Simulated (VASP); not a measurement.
# Ga (P2_1/m) in VASP: settings compared, part 2 of 2

VASP 6.6.1. Earlier steps stand in the parts before.

**3. Single point, PBE**

This run uses another cell than the first one, of 19.22 Å³/atom, 1.053 times its volume.

Contents of INCAR:

```
PREC = Accurate ; ENCUT = 520
EDIFF = 1E-6 ; ISMEAR = -1
SIGMA = 0.05 ; LREAL = False
LASPH = True ; NELM = 100
ALGO = Normal ; ISIF = 2
LWAVE = False ; LCHARG = False
GGA = PE ; NBANDS = 20
```

Contents of KPOINTS:

```
regular mesh
0
Gamma
  10 8 7
```

Contents of POSCAR:

```
Ga
1.0
    2.8471000843      0.0000000000     -0.0367798362
    0.0000000000      3.2712153584      0.0000000000
   -1.4294604155      0.0000000000      4.1448075630
Ga
2
Direct
    0.1239716523      0.7500000000      0.7682535415
    0.8760283477      0.2500000000      0.2317464585
```

Potentials or basis: VASP PAW PBE potentials, release 64 (Ga_d).

Launch:

```sh
$ cat potpaw_PBE.64/Ga_d/POTCAR > POTCAR
$ mpirun -np 1 vasp_std > vasp.out
```

OUTCAR:

```text
PREC = Accurate
   ENCUT = 520
   EDIFF = 1E-6
   ISMEAR = -1
   LREAL = False
   LASPH = True
   NELM = 100
   ISIF = 2
   GGA = PE

 ion  position               nearest neighbor table
   1  0.124  0.750  0.768-   2 2.75   2 2.75   2 2.88   2 2.88   2 2.91   2 2.91
   2  0.876  0.250  0.232-   1 2.75   1 2.75   1 2.88   1 2.88   1 2.91   1 2.91

  LATTYP: Found a simple monoclinic cell.
 ALAT       =     2.8473376418
 B/A-ratio  =     1.1488680901
 C/A-ratio  =     1.5262523843
 COS(beta)  =    -0.3139745816

  Lattice vectors:

[... 192 lines left out ...]
      4      -9.6891      2.00000
      5      -9.4728      2.00000
      6      -9.4651      2.00000
[... 541 lines left out ...]
     19      15.5304      0.00000
     20      16.2690      0.00000

 [... further k-points ...]
[... 5 lines left out ...]
  --------------------------------------------------------------------------------------
  -------------------------------------------------------------------------------------
  Total       -0.0154451     -0.0121097     -0.0001585      0.0000000      0.0000000      0.0046813
  in kB       -0.6439100     -0.5048547     -0.0066077      0.0000000      0.0000000      0.1951660
  external PRESSURE =      -0.3851241 kB  Pullay stress =       0.0000000 kB

 VOLUME and BASIS-vectors are now :
 -----------------------------------------------------------------------------
  energy-cutoff  :      520.00
  volume of cell :       38.43
      direct lattice vectors                 reciprocal lattice vectors
     2.847100084  0.000000000 -0.036779836     0.352806430  0.000000000  0.121675812
     0.000000000  3.271215358  0.000000000     0.000000000  0.305696779  0.000000000
    -1.429460415  0.000000000  4.144807563     0.003130703  0.000000000  0.242345441

 POSITION                                       TOTAL-FORCE (eV/Angst)
 -----------------------------------------------------------------------------------
     -0.74523      2.45341      3.17970        -0.003059     -0.000000      0.000213
      2.16287      0.81780      0.92832         0.003059      0.000000     -0.000213
 -----------------------------------------------------------------------------------
    total drift:                                0.000000     -0.000000     -0.000000

  FREE ENERGIE OF THE ION-ELECTRON SYSTEM (eV)
  ---------------------------------------------------
  free  energy   TOTEN  =        -5.8024392623 eV

  energy  without entropy=       -5.7987033295  energy(sigma->0) =       -5.80057130
```

OSZICAR:

```text
N       E                     dE             d eps       ncg     rms          rms(c)
DAV:   1     0.133164529837E+03    0.13316E+03   -0.13258E+04  7580   0.244E+03
DAV:   2     0.586997881977E+01   -0.12729E+03   -0.12426E+03  7408   0.387E+02
DAV:   3    -0.567259333279E+01   -0.11543E+02   -0.11484E+02  8244   0.950E+01
DAV:   4    -0.584816755236E+01   -0.17557E+00   -0.17548E+00  8116   0.129E+01
DAV:   5    -0.585113211921E+01   -0.29646E-02   -0.29644E-02  8364   0.166E+00    0.132E+00
DAV:   6    -0.581099032010E+01    0.40142E-01   -0.80851E-02  9684   0.462E+00    0.692E-01
DAV:   7    -0.580324369688E+01    0.77466E-02   -0.16538E-02 10176   0.175E+00    0.192E-01
DAV:   8    -0.580241974041E+01    0.82396E-03   -0.20749E-03  7784   0.636E-01    0.184E-02
DAV:   9    -0.580243891977E+01   -0.19179E-04   -0.90458E-05  8356   0.965E-02    0.696E-03
DAV:  10    -0.580243926225E+01   -0.34248E-06   -0.53721E-06  7696   0.274E-02
   1 F= -.58024393E+01 E0= -.58005713E+01  d E =-.373593E-02
```

stdout:

```text
POSCAR found type information on POSCAR Ga
 POSCAR found :  1 types and       2 ions
 scaLAPACK will be used
 LDA part: xc-table for (Slater+PW92), standard interpolation
 POSCAR, INCAR and KPOINTS ok, starting setup
 FFT: planning ... GRIDC
 FFT: planning ... GRID_SOFT
 FFT: planning ... GRID
 WAVECAR not read
 entering main loop
```

Run time: 27 s. Hardware: 1 thread of Intel Xeon 6975P-C (Granite Rapids), shared host; peak memory 0.22 GiB.

What came out:

```yaml
Free_energy: -5.8024 eV
Pressure: 0.0 GPa
Largest_force: 0.003 eV/Å
Band_gap_on_the_k_mesh: zero (band 13 reaches 9.87 eV, above the bottom of band 14 at 1.46 eV)
```

Forces in eV/Å, atoms in the order of the input:
```
Ga  -0.003  0.000  0.000
Ga   0.003  0.000  0.000
```

**4. Single point, PBE**

This run uses another cell than the first one, of 18.19 Å³/atom, 0.997 times its volume.

Contents of INCAR:

```
SYSTEM = Ga
PREC = Accurate
ENCUT = 520
EDIFF = 1E-7
ISMEAR = -1
SIGMA = 0.05
LREAL = .False.
LASPH = .True.
NELM = 60
ALGO = Normal
ISIF = 2
LWAVE = .False.
LCHARG = .True.
GGA = PE
LELF = .True.
LVHAR = .True.
NBANDS = 20
```

Contents of KPOINTS:

```
regular mesh
0
Gamma
  10 8 7
  0 0 0
```

Contents of POSCAR:

```
Ga
1.0
    2.7784220849      0.0000000000      0.0000000000
    0.0000000000      3.2816087900      0.0000000000
   -1.3434310986      0.0000000000      3.9902731763
Ga
2
Direct
    0.1345962700      0.7500000000      0.7701668300
    0.8654037300      0.2500000000      0.2298331700
```

Launch:

```sh
$ cat potpaw_PBE.64/Ga_d/POTCAR > POTCAR
$ mpirun -np 1 vasp_std > vasp.out
```

It took 30 s on 1 thread of Intel Xeon 6975P-C (Granite Rapids), shared host; peak memory 0.22 GiB.

The run converged. Its results:

```yaml
Free_energy: -5.7754 eV
Pressure: 3.2 GPa
Largest_force: 0.087 eV/Å
Band_gap_on_the_k_mesh: zero (band 13 reaches 10.04 eV, above the bottom of band 14 at 1.71 eV)
```

Forces on the atoms (eV/Å):
```
Ga  -0.006  0.000 -0.087
Ga   0.006  0.000  0.087
```

Stress tensor (GPa, compression positive):
```
 3.88  0.00 -0.41
 0.00  1.98  0.00
-0.41  0.00  3.72
```

Levels at points of the mesh, in eV from the Fermi level:
```
           k point  band 10  band 11  band 12  band 13  band 14  band 15  band 16  band 17
(0.00, 0.00, 0.00)   -14.64   -11.40    -2.07    -1.45     1.83     5.62     9.19    10.35
(0.50, 0.00, 0.00)   -14.67    -6.26    -5.28    -1.39     0.22     6.19     6.60     8.73
(0.00, 0.50, 0.00)   -14.71    -7.82    -7.82     1.74     1.74     2.69     2.69    11.54
(0.50, 0.50, 0.00)   -14.67    -2.91    -2.91    -1.72    -1.72     2.18     2.18     4.58
```

**5. Single point, LDA**

This run uses another cell than the first one, of 18.19 Å³/atom, 0.997 times its volume.

Contents of INCAR:

```
SYSTEM = Ga
PREC = Accurate
ENCUT = 520
EDIFF = 1E-7
ISMEAR = -1
SIGMA = 0.05
LREAL = .FALSE.
LASPH = .TRUE.
NELM = 60
ALGO = Normal
ISIF = 2
LWAVE = .FALSE.
LCHARG = .FALSE.
GGA = CA
NBANDS = 20
```

Contents of KPOINTS:

```
regular mesh
0
G
  10 8 7
  0 0 0
```

POSCAR is that of step 4.

Potentials or basis: VASP PAW LDA potentials, release 64 (Ga_d).

Launch:

```sh
$ cat potpaw_LDA.64/Ga_d/POTCAR > POTCAR
$ mpirun -np 1 vasp_std > vasp.out
```

Wall time 27 s (1 thread of Intel Xeon 6975P-C (Granite Rapids), shared host); peak memory 0.21 GiB.

It converged, with:

```yaml
Free_energy: -7.1632 eV
Pressure: -2.6 GPa
Largest_force: 0.066 eV/Å
Band_gap_on_the_k_mesh: zero (band 13 reaches 9.74 eV, above the bottom of band 14 at 1.49 eV)
```

Forces in eV/Å, atoms in the order of the input:
```
Ga  -0.013  0.000 -0.065
Ga   0.013  0.000  0.065
```

Stress tensor (GPa, compression positive):
```
-2.02  0.00 -0.40
 0.00 -3.51  0.00
-0.40  0.00 -2.29
```

Levels at points of the mesh, in eV from the Fermi level:
| k point | band 10 | band 11 | band 12 | band 13 | band 14 | band 15 | band 16 | band 17 |
| --- | --- | --- | --- | --- | --- | --- | --- | --- |
| (0.00, 0.00, 0.00) | -14.69 | -11.37 | -2.03 | -1.50 | 1.82 | 5.73 | 9.13 | 10.30 |
| (0.50, 0.00, 0.00) | -14.73 | -6.27 | -5.25 | -1.36 | 0.20 | 6.13 | 6.53 | 8.69 |
| (0.00, 0.50, 0.00) | -14.76 | -7.81 | -7.81 | 1.77 | 1.77 | 2.70 | 2.70 | 11.43 |
| (0.50, 0.50, 0.00) | -14.72 | -2.92 | -2.92 | -1.71 | -1.71 | 2.19 | 2.19 | 4.63 |

**6. Summary**

| level | potentials or basis | cell | gap on the mesh (eV) | pressure (GPa) | largest force (eV/Å) |
| --- | --- | --- | --- | --- | --- |
| PBE+D3(BJ) | VASP PAW PBE potentials, release 64 (Ga_d) | a = 2.787, b = 3.205, c = 4.338 Å, angles 90.0, 109.6, 90.0°, 2 atoms | none | 0.1 | - |
| PBE | VASP PAW PBE potentials, release 64 (Ga_d) | a = 2.847, b = 3.271, c = 4.384 Å, angles 90.0, 109.8, 90.0°, 2 atoms | none | 0.0 | - |
| PBE | VASP PAW PBE potentials, release 64 (Ga_d) | a = 2.778, b = 3.282, c = 4.210 Å, angles 90.0, 108.6, 90.0°, 2 atoms | none | 3.2 | 0.09 |
| LDA | VASP PAW LDA potentials, release 64 (Ga_d) | a = 2.778, b = 3.282, c = 4.210 Å, angles 90.0, 108.6, 90.0°, 2 atoms | none | -2.6 | 0.07 |

Alike in all rows: task single point; no spin polarisation; k mesh 10 × 8 × 7; cutoff (eV) 520; smearing fermi-dirac 0.05 eV.

Caveats: pairwise dispersion overbinds metals, which lowers pressure and volume (some runs).

Absolute energies hang on the potentials; compare differences alone.
